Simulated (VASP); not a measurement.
Zn, 1 atom in the cell. The structure is cubic, space group Im-3m (No. 229). The conventional cell has a = 3.132 Å, b = 3.132 Å, c = 3.132 Å, α = 90.00°, β = 90.00°, γ = 90.00°. Zn (site symmetry m-3m) has 14 Zn at 2.71 to 3.13 Å within 3.6 Å. 

| Quantity | Value |
| --- | --- |
| Program | VASP 6.6.1 |
| Task | single point |
| Functional | PBE |
| Potentials or basis | VASP PAW PBE potentials, release 64 (Zn) |
| Cutoff | 520 eV |
| k mesh | 12 × 12 × 12 |
| Occupations | fermi-dirac, width 0.05 eV |
| Spin | no spin polarisation |
| Dipole correction | no |
| Further INCAR settings | ALGO = Normal; EDIFF = 1e-06; NBANDS = 12 |

Potentials or basis: VASP PAW PBE potentials, release 64 (Zn).

Run with:

```bash
$ cat potpaw_PBE.64/Zn/POTCAR > POTCAR
$ mpirun -np 1 vasp_std > vasp.out
```

Hardware: 1 thread of Intel Xeon 6975P-C (shared host).

Question: Estimate the wall time of this run.

Answer: Run time: 4.4 s on 1 thread of Intel Xeon 6975P-C, with other jobs on the host, peak memory 0.13 GiB. Counts: scf iterations 10, k points 72.
